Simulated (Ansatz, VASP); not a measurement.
# Ti in VASP and in Ansatz

File INCAR:

```
SYSTEM = Ti
ALGO = Normal
EDIFF = 1E-6
ENCUT = 500
GGA = PE
GGA_COMPAT = .FALSE.
ISIF = 2
ISMEAR = 0
LASPH = .TRUE.
LCHARG = .FALSE.
LREAL = .FALSE.
LWAVE = .FALSE.
NBANDS = 12
NELM = 120
PREC = Accurate
SIGMA = 0.1
```

Contents of KPOINTS:

```
k-points
0
G
  8 8 8
  0 0 0
```

Contents of POSCAR:

```
Ti
1.0
    0.0000000000      2.0300000000      2.0300000000
    2.0300000000      0.0000000000      2.0300000000
    2.0300000000      2.0300000000      0.0000000000
Ti
1
Direct
    0.0000000000      0.0000000000      0.0000000000
```

Input for Ansatz:

```yaml
crystal:
  lattice:
    - [0.0, 2.03, 2.03]
    - [2.03, 0.0, 2.03]
    - [2.03, 2.03, 0.0]
  atoms:
    - { symbol: Ti, position: [0.0, 0.0, 0.0] }
basis:
  ecutwfc: 420
kpoints:
  mp_grid: { grid: [8, 8, 8] }
hamiltonian:
  xc: pbe
  pseudopotentials: { kind: paw, azcp: { folder: soft_1 } }
scf:
  occupations: { method: gaussian, width: 0.1 }
output:
  forces: true
  stress: true
  eigenvalues: true
```

Alike in both runs: task single point; functional PBE; k mesh 8 × 8 × 8; occupations gaussian, width 0.1 eV; no spin polarisation.

|  | VASP | Ansatz |
| --- | --- | --- |
| version | VASP 6.6.1 | Ansatz 0.2.0 |
| potentials or method | VASP PAW PBE potentials, release 64 (Ti_sv), cutoff 500 eV | scalar-relativistic, plane waves, PAW |
| valence electrons in the cell | 12 | 12 |

|  | VASP | Ansatz | Ansatz less VASP |
| --- | --- | --- | --- |
| gap on the k mesh at the Fermi level (eV) | none | none | - |
| pressure (GPa) | 4.0 | 4.4 | +0.35 |

A gap of «none» marks a metal or a gap that the smearing closes. The functional is the same, so the differences come from potentials, cutoffs and numerics.
